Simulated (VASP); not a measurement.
**HfC (rocksalt type): relaxation of cell and atoms with PBE**

HfC (rocksalt type):

```
Hf C
1.0
     0.00000    2.32559    2.32559
     2.32559    0.00000    2.32559
     2.32559    2.32559    0.00000
Hf C
1 1
Direct
  0.00000 0.00000 0.00000
  0.50000 0.50000 0.50000
```

```yaml
Program: VASP 6.6.1
Task: relaxation of cell and atoms
Functional: PBE
Potentials_or_basis: VASP PAW PBE potentials, release 64 (Hf_pv, C)
Cutoff: 600 eV
k_mesh: 15 × 15 × 15
Occupations: fermi-dirac, width 0.1 eV
Spin: no spin polarisation
Target_pressure: 0.032 GPa
Dipole_correction: no
Further_INCAR_settings: ALGO = Normal; EDIFF = 1e-06; IBRION = 2; EDIFFG = -0.005; NSW = 60; ISIF = 3
```

The relaxed volume is 12.54 Å³/atom and the relaxed cell is a = 3.285 Å, b = 3.285 Å, c = 3.285 Å, α = 60.00°, β = 60.00°, γ = 60.00°. The space group after relaxing (to 0.1 Å) is Fm-3m (No. 225). The energy change on relaxing (the run minimises the enthalpy) is -0.1 meV/atom. The ionic steps are 3 and the pressure after relaxing is 0.0 GPa. The band gap on the k mesh is zero (bands 7 and 8 overlap by 1.43 eV).

Step by step:
```csv
step,energy change (eV),largest force (eV/Å),pressure (GPa),volume (Å³)
1,0.0000,0.0000,-0.71,25.16
2,0.0004,0.0000,1.33,24.94
3,-0.0002,0.0000,0.04,25.08
```

Final structure:
```yaml
crystal:
  lattice:
    - [0.00000, 2.32314, 2.32314]
    - [2.32314, 0.00000, 2.32314]
    - [2.32314, 2.32314, 0.00000]
  atoms:
    - { symbol: Hf, position: [0.00000, 0.00000, 0.00000] }
    - { symbol: C, position: [0.50000, 0.50000, 0.50000] }
```

Levels at points of the mesh, in eV from the Fermi level:
```csv
k point,band 5,band 6,band 7,band 8,band 9,band 10
"(0.00, 0.00, 0.00)",1.02,1.02,1.02,1.41,1.41,1.41
```

Run time: 2.1 min on 1 thread of Intel Xeon 8259CL (shared host), peak memory 0.19 GiB.

Caveat: the cell is relaxed towards a set pressure, so the run minimises the enthalpy, not the energy; spin-orbit coupling is left out, which moves the levels of the heavy elements.
